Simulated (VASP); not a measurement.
Here is a VASP 6.6.1 calculation.

The input INCAR:

```
  ALGO = Normal
  DIPOL = 0.5 0.5 0.500
  EDIFF = 1E-6
  ENCUT = 520
  GGA = PE
  IDIPOL = 3
  ISIF = 2
  ISMEAR = 0
  IVDW = 12
  LASPH = True
  LCHARG = False
  LDIPOL = True
  LREAL = False
  LWAVE = False
  NBANDS = 16
  NELM = 80
  PREC = Accurate
  SIGMA = 0.05
```

KPOINTS

```
k-points
0
Gamma
  12 12 1
```

File POSCAR:

```
BN
1.0
    2.5022435653     -0.0000000029      0.0000000000
   -1.2511217802      2.1670064955      0.0000000000
    0.0000000000      0.0000000000     23.3753904900
B N
2 2
Direct
    0.6666666667      0.3333333333      0.4284985112
    0.3333333333      0.6666666667      0.5715071531
    0.3333333333      0.6666666667      0.4284273041
    0.0000000000      0.0000000000      0.5715670316
```

Potentials or basis: VASP PAW PBE potentials, release 64 (B, N).

Run with:

```sh
$ cat potpaw_PBE.64/B/POTCAR potpaw_PBE.64/N/POTCAR > POTCAR
$ mpirun -np 1 vasp_std > vasp.out
```

(1) Estimate the dispersion energy per atom.

(2) Estimate the band gap on the k mesh.

(3) Predict the largest force.

Answers

(1) -0.106 eV.

(2) 4.50 eV (least direct gap 4.56 eV).

(3) 0.011 eV/Å.
